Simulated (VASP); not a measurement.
# Cr (Im-3m) in VASP: a series of runs

The runs below take Cr through relaxation of cell and atoms, single point, with LDA.

Program: VASP 6.6.1. These are calculated values, not measurements. Logs are shortened: lines on timing, memory, paths and dates and some standing lists are left out, and cuts for length are marked.

## Step 1: The cell of the first run

It takes space group Im-3m (No. 229, cubic). The conventional cell has a = 2.788 Å, b = 2.788 Å, c = 2.788 Å, α = 90.00°, β = 90.00°, γ = 90.00°. Cr (site symmetry m-3m) has 14 Cr at 2.41 to 2.79 Å within 3.2 Å.

## Step 2: Relaxation of cell and atoms, LDA

INCAR

```
SYSTEM = Cr
  ALGO = Normal
  EDIFF = 1E-6
  EDIFFG = -0.01
  ENCUT = 600
  GGA = CA
  IBRION = 2
  ISIF = 3
  ISMEAR = 0
  LASPH = .TRUE.
  LCHARG = .FALSE.
  LREAL = .FALSE.
  LWAVE = .FALSE.
  NELM = 80
  NSW = 50
  PREC = Accurate
  SIGMA = 0.05
```

KPOINTS

```
k-points
0
G
  22 22 22
  0 0 0
```

POSCAR

```
Cr
1.0
   -1.3942323889      1.3942323889      1.3942323889
    1.3942323889     -1.3942323889      1.3942323889
    1.3942323889      1.3942323889     -1.3942323889
Cr
1
Direct
    0.0000000000      0.0000000000      0.0000000000
```

Potentials or basis: VASP PAW LDA potentials, release 64 (Cr_pv).

The run is started by

```sh
$ cat potpaw_LDA.64/Cr_pv/POTCAR > POTCAR
$ mpirun -np 1 vasp_std > vasp.out
```

OUTCAR:

```text
SYSTEM = Cr
   EDIFF = 1E-6
   EDIFFG = -0.01
   ENCUT = 600
   GGA = CA
   IBRION = 2
   ISIF = 3
   ISMEAR = 0
   LASPH = .TRUE.
   LREAL = .FALSE.
   NELM = 80
   NSW = 50
   PREC = Accurate

 ion  position               nearest neighbor table
   1  0.000  0.000  0.000-

  LATTYP: Found a body centered cubic cell.
 ALAT       =     2.7884647778

  Lattice vectors:

 A1 = (  -1.3942323889,   1.3942323889,   1.3942323889)
 A2 = (   1.3942323889,  -1.3942323889,   1.3942323889)
 A3 = (   1.3942323889,   1.3942323889,  -1.3942323889)

Analysis of symmetry for initial positions (statically):
=====================================================================
 Subroutine PRICEL returns:
 Original cell was already a primitive cell.

 Routine SETGRP: Setting up the symmetry group for a
 body centered cubic supercell.

 Subroutine GETGRP returns: Found 48 space group operations
 (whereof 48 operations were pure point group operations)
 out of a pool of 48 trial point group operations.

The static configuration has the point symmetry O_h .

Analysis of symmetry for dynamics (positions and initial velocities):
=====================================================================
 Subroutine PRICEL returns:
 Original cell was already a primitive cell.

 Routine SETGRP: Setting up the symmetry group for a
 body centered cubic supercell.

 Subroutine GETGRP returns: Found 48 space group operations
 (whereof 48 operations were pure point group operations)
 out of a pool of 48 trial point group operations.

The dynamic configuration has the point symmetry O_h .

 Subroutine INISYM returns: Found 48 space group operations
 (whereof 48 operations are pure point group operations),
 and found     1 'primitive' translations

----------------------------------------------------------------------------------------

                                     Primitive cell

  volume of cell :      10.8409

  direct lattice vectors                    reciprocal lattice vectors
    -1.394232389  1.394232389  1.394232389     0.000000000  0.358620273  0.358620273
     1.394232389 -1.394232389  1.394232389     0.358620273  0.000000000  0.358620273
     1.394232389  1.394232389 -1.394232389     0.358620273  0.358620273  0.000000000

  length of vectors
     2.414881335  2.414881335  2.414881335     0.507165654  0.507165654  0.507165654

  position of ions in fractional coordinates (direct lattice)
     0.000000000  0.000000000  0.000000000

  ion indices of the primitive-cell ions
   primitive index   ion index
[... 75 lines left out ...]
   EDIFFG = -.1E-01   stopping-criterion for IOM
   NSW    =     50    number of steps for IOM
   IBRION =      2    ionic relax: 0-MD 1-quasi-New 2-CG
   NFREE  =      1    steps in history (QN), initial steepest desc. (CG)
   ISIF   =      3    stress and relaxation
   ISYM   =      2    0-nonsym 1-usesym 2-fastsym
   POTIM  = 0.5000    time-step for ionic-motion
   TEBEG  =    0.0;   TEEND  =   0.0 temperature during run
   PSTRESS=    0.0 pullay stress
   NELECT =      12.0000    total number of electrons
   NUPDOWN=      -1.0000    fix difference up-down
   EMIN   =  10.00;   EMAX   =-10.00  energy-range for DOS
   EFERMI =   0.00;   METHOD = LEGACY
   ISMEAR =     0;   SIGMA  =   0.05  broadening in eV -4-tet -1-fermi 0-gaus
   EFERMI_NEDOS =   21; number of points for ismear=-14 and -15
   IALGO  =     38    algorithm
   IMIX   =      4    mixing-type and parameters
     AMIX     =   0.40;   BMIX     =  1.00
     AMIX_MAG =   1.60;   BMIX_MAG =  1.00
  volume/ion in A,a.u.               =      10.84        73.16
  Fermi-wavevector in a.u.,A,eV,Ry     =   1.693480  3.200213 39.019803  2.867875
  Thomas-Fermi vector in A             =   2.774878
   LORBIT       =      0    0 simple, 1 ext, 2 COOP (PROOUT), +10 PAW based schemes
   GGA     = CA    functional components
   LHFCALC =     F    Hartree Fock is set to
   AEXX    =    0.0000 exact exchange contribution
   IVDW    =     0    specifies the selected vdW correction
   LEPSILON=     F    determine dielectric tensor
   LRPA    =     F    only Hartree local field effects (RPA)
 conjugate gradient relaxation of ions
 non-spin polarized calculation
 Gauss-broadening in eV      SIGMA  =   0.05
  energy-cutoff  :      600.00
  volume of cell :       10.84
 maximum number of plane-waves:       372
   NGX =  9   NGY =  9   NGZ =  9

 number of electron      12.0000008 magnetization

 Free energy of the ion-electron system (eV)
  ---------------------------------------------------
  ext. energy  EPLUGINS =         0.00000000
  ---------------------------------------------------
  free energy    TOTEN  =       -10.62729828 eV

  energy without entropy =      -10.62602275  energy(sigma->0) =      -10.62666052

 E-fermi :  11.7387     XC(G=0): -14.3778

 val. band max:       11.7274878399   @ k =  -0.1818   0.2273   0.0909
 cond. band min:      11.7458579383   @ k =  -0.4091   0.4545   0.2727
 fundamental gap:      0.0183700984
 Fermi energy:        11.7387315292

 k-point     1 :       0.0000    0.0000    0.0000
  band No.  band energies     occupation
      1     -30.5147      2.00000
      2     -30.5147      2.00000
      3     -30.5147      2.00000
      4       3.7273      2.00000
      5      10.7235      2.00000
      6      10.7235      2.00000
      7      10.7235      2.00000
      8      12.9018      0.00000
      9      12.9018      0.00000
     10      17.1140      0.00000
[... 287 lines left out ...]
 k-point    24 :       0.1364    0.0909    0.0000
  band No.  band energies     occupation
      1     -30.9147      2.00000
      2     -30.6169      2.00000
      3     -30.5457      2.00000
      4       5.3925      2.00000
      5      10.1812      2.00000
      6      10.3225      2.00000
      7      12.0145      0.00000
      8      12.4129      0.00000
      9      13.0491      0.00000
     10      17.1139      0.00000

 [... further k-points ...]
[... 5 lines left out ...]
  --------------------------------------------------------------------------------------
  -------------------------------------------------------------------------------------
  Total       -0.0010358     -0.0010358     -0.0010358      0.0000000      0.0000000      0.0000000
  in kB       -0.1530756     -0.1530756     -0.1530756      0.0000000      0.0000000      0.0000000
  external PRESSURE =      -0.1530756 kB  Pullay stress =       0.0000000 kB

 VOLUME and BASIS-vectors are now :
 -----------------------------------------------------------------------------
  energy-cutoff  :      600.00
  volume of cell :       10.84
      direct lattice vectors                 reciprocal lattice vectors
    -1.394232389  1.394232389  1.394232389     0.000000000  0.358620273  0.358620273
     1.394232389 -1.394232389  1.394232389     0.358620273  0.000000000  0.358620273
     1.394232389  1.394232389 -1.394232389     0.358620273  0.358620273  0.000000000

 POSITION                                       TOTAL-FORCE (eV/Angst)
 -----------------------------------------------------------------------------------
      0.00000      0.00000      0.00000         0.000000     -0.000000      0.000000
 -----------------------------------------------------------------------------------
    total drift:                                0.000000     -0.000000      0.000000

  FREE ENERGIE OF THE ION-ELECTRON SYSTEM (eV)
  ---------------------------------------------------
  free  energy   TOTEN  =       -10.6272982850 eV

  energy  without entropy=      -10.6260227495  energy(sigma->0) =      -10.62666052

 reached required accuracy - stopping structural energy minimisation
```

Run time: 32 s. Hardware: 1 thread of AMD EPYC 7R43 (Zen 3), shared host; peak memory 0.12 GiB.

What came out:

| Item | Value |
| --- | --- |
| Free energy | -10.6273 eV |
| Pressure after relaxing | 0.0 GPa |
| Band gap on the k mesh | zero (band 6 reaches 14.43 eV, above the bottom of band 7 at 10.72 eV) |

Final structure:
```
Cr
1.0
    -1.39423    1.39423    1.39423
     1.39423   -1.39423    1.39423
     1.39423    1.39423   -1.39423
Cr
1
Cartesian
  0.0000 0.0000 0.0000
```

Caveat: the relaxation stopped at its first step, so nothing moved; the run has no spin polarisation, though such a crystal can be magnetic. Spin polarisation is off, so any magnetic state and its effect on volume and gap are missing.

## Step 3: Single point, LDA, collinear spin, ferromagnetic start

This run uses another cell than the first one: it holds 2 atoms, not 1.

INCAR

```
  ALGO = Normal
  EDIFF = 1E-6
  ENCUT = 520
  GGA = CA
  ISIF = 2
  ISMEAR = 0
  ISPIN = 2
  LASPH = T
  LCHARG = T
  LELF = T
  LMAXMIX = 4
  LORBIT = 11
  LREAL = F
  LVHAR = T
  LWAVE = F
  MAGMOM = 2 2
  NBANDS = 23
  NELM = 150
  PREC = Accurate
  SIGMA = 0.05
```

KPOINTS

```
k-points
0
Gamma
  12 12 12
```

POSCAR

```
Cr
1.0
    2.7884647778      0.0000000000      0.0000000000
    0.0000000000      2.7884647778      0.0000000000
    0.0000000000      0.0000000000      2.7884647778
Cr
2
Direct
    0.0000000000      0.0000000000      0.0000000000
    0.5000000000      0.5000000000      0.5000000000
```

Potentials or basis: VASP PAW LDA potentials, release 64 (Cr_pv).

The run is started by

```sh
$ cat potpaw_LDA.64/Cr_pv/POTCAR > POTCAR
$ mpirun -np 1 vasp_std > vasp.out
```

Wall time 82 s (1 thread of AMD EPYC 7R43 (Zen 3), shared host); peak memory 0.14 GiB.

Results (log left out):

```
Free energy                                           : -21.2625 eV
Pressure                                              : -0.3 GPa
Band gap on the k mesh                                : zero (filled and empty bands overlap)
Net moment                                            : 0.00 μB per cell
Valence electrons inside the program's atomic spheres : Cr 11.21
```

Levels at points of the mesh, in eV from the Fermi level:
Spin up:
| k point | band 10 | band 11 | band 12 | band 13 | band 14 | band 15 |
| --- | --- | --- | --- | --- | --- | --- |
| (0.00, 0.00, 0.00) | -1.09 | -1.09 | -1.09 | 1.09 | 1.09 | 2.61 |
| (0.50, 0.00, 0.00) | -2.15 | -0.53 | -0.53 | -0.53 | -0.53 | 0.65 |
| (0.50, 0.50, 0.00) | -2.79 | 1.12 | 1.12 | 1.29 | 1.29 | 1.47 |
| (0.50, 0.50, 0.50) | -2.56 | -2.56 | -2.56 | 1.54 | 1.54 | 1.54 |
Spin down:
```csv
k point,band 9,band 10,band 11,band 12,band 13,band 14,band 15,band 16
"(0.00, 0.00, 0.00)",-4.85,-1.09,-1.09,-1.09,1.09,1.09,2.61,2.61
"(0.50, 0.00, 0.00)",-2.15,-2.15,-0.53,-0.53,-0.53,-0.53,0.65,0.65
"(0.50, 0.50, 0.00)",-2.79,-2.79,1.12,1.12,1.29,1.29,1.47,1.47
"(0.50, 0.50, 0.50)",-2.56,-2.56,-2.56,-2.56,1.54,1.54,1.54,1.54
```

Caveat: the starting moments collapsed, and a magnetic state may lie lower.

## Step 4: Single point, LDA, collinear spin, antiferromagnetic start

This run uses another cell than the first one: it holds 2 atoms, not 1.

INCAR

```
SYSTEM = Cr
PREC = Accurate
ENCUT = 520
EDIFF = 1E-7
ISMEAR = 0
SIGMA = 0.05
LREAL = .False.
LASPH = .True.
NELM = 150
ALGO = Normal
ISIF = 2
LWAVE = .False.
LCHARG = .False.
ISPIN = 2
MAGMOM = 2 -2
LORBIT = 11
LMAXMIX = 4
NBANDS = 23
```

KPOINTS

```
regular mesh
0
Gamma
  12 12 12
  0 0 0
```

POSCAR is that of step 3.

The run is started by

```sh
$ cat potpaw_LDA.64/Cr_pv/POTCAR > POTCAR
$ mpirun -np 1 vasp_std > vasp.out
```

It took 1.9 min on 1 thread of AMD EPYC 7R43 (Zen 3), shared host; peak memory 0.14 GiB.

The run converged. Its results:

```yaml
Free_energy: -21.2625 eV
Pressure: -0.3 GPa
Band_gap_on_the_k_mesh: zero (filled and empty bands overlap)
Net_moment: 0.00 μB per cell
Valence_electrons_inside_the_program's_atomic_spheres: Cr 11.21
```

Levels at points of the mesh, in eV from the Fermi level:
Spin up:
| k point | band 9 | band 10 | band 11 | band 12 | band 13 | band 14 | band 15 | band 16 |
| --- | --- | --- | --- | --- | --- | --- | --- | --- |
| (0.00, 0.00, 0.00) | -4.85 | -1.09 | -1.09 | -1.09 | 1.09 | 1.09 | 2.61 | 2.61 |
| (0.50, 0.00, 0.00) | -2.15 | -2.15 | -0.53 | -0.53 | -0.53 | -0.53 | 0.65 | 0.65 |
| (0.50, 0.50, 0.00) | -2.79 | -2.79 | 1.12 | 1.12 | 1.29 | 1.29 | 1.47 | 1.47 |
| (0.50, 0.50, 0.50) | -2.56 | -2.56 | -2.56 | -2.56 | 1.54 | 1.54 | 1.54 | 1.54 |
Spin down:
```csv
k point,band 8,band 9,band 10,band 11,band 12,band 13,band 14,band 15,band 16,band 17
"(0.00, 0.00, 0.00)",-4.85,-4.85,-1.09,-1.09,-1.09,1.09,1.09,2.61,2.61,2.61
"(0.50, 0.00, 0.00)",-4.12,-2.15,-2.15,-0.53,-0.53,-0.53,-0.53,0.65,0.65,2.69
"(0.50, 0.50, 0.00)",-4.86,-2.79,-2.79,1.12,1.12,1.29,1.29,1.47,1.47,3.05
"(0.50, 0.50, 0.50)",-2.56,-2.56,-2.56,-2.56,-2.56,1.54,1.54,1.54,1.54,5.30
```

Caveat: the starting moments collapsed, and a magnetic state may lie lower.
